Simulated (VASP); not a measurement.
**AlCu (rocksalt type): density of states with PBEsol**

AlCu (rocksalt type):

```
Cu Al
1.0
     0.00000    2.49158    2.49158
     2.49158    0.00000    2.49158
     2.49158    2.49158    0.00000
Cu Al
1 1
Direct
  0.00000 0.00000 0.00000
  0.50000 0.50000 0.50000
```

| Item | Value |
| --- | --- |
| Program | VASP 6.6.1 |
| Task | density of states |
| Functional | PBEsol |
| Potentials or basis | VASP PAW PBE potentials, release 64 (Cu, Al) |
| Cutoff | 520 eV |
| k mesh | 14 × 14 × 14 |
| Occupations | fermi-dirac, width 0.1 eV |
| Spin | no spin polarisation |
| Dipole correction | no |
| k mesh for the DOS | 21 × 21 × 21 |
| Occupations for the DOS | tetrahedron |
| Further INCAR settings | ALGO = Normal; EDIFF = 1e-06 |

- Valence electrons inside the program's atomic spheres: Cu 10.08; Al 0.77

Levels at points of the mesh, in eV from the Fermi level:
| k point | band 3 | band 4 | band 5 | band 6 | band 7 | band 8 | band 9 | band 10 | band 11 |
| --- | --- | --- | --- | --- | --- | --- | --- | --- | --- |
| (0.00, 0.00, 0.00) | -3.69 | -3.68 | -3.68 | -3.68 | 5.65 | 5.65 | 5.65 | 9.28 | 9.28 |

Run time: 99 s on 1 thread of AMD EPYC 7R43 64-Core Processor (Zen 3), with other jobs on the host, peak memory 0.21 GiB.
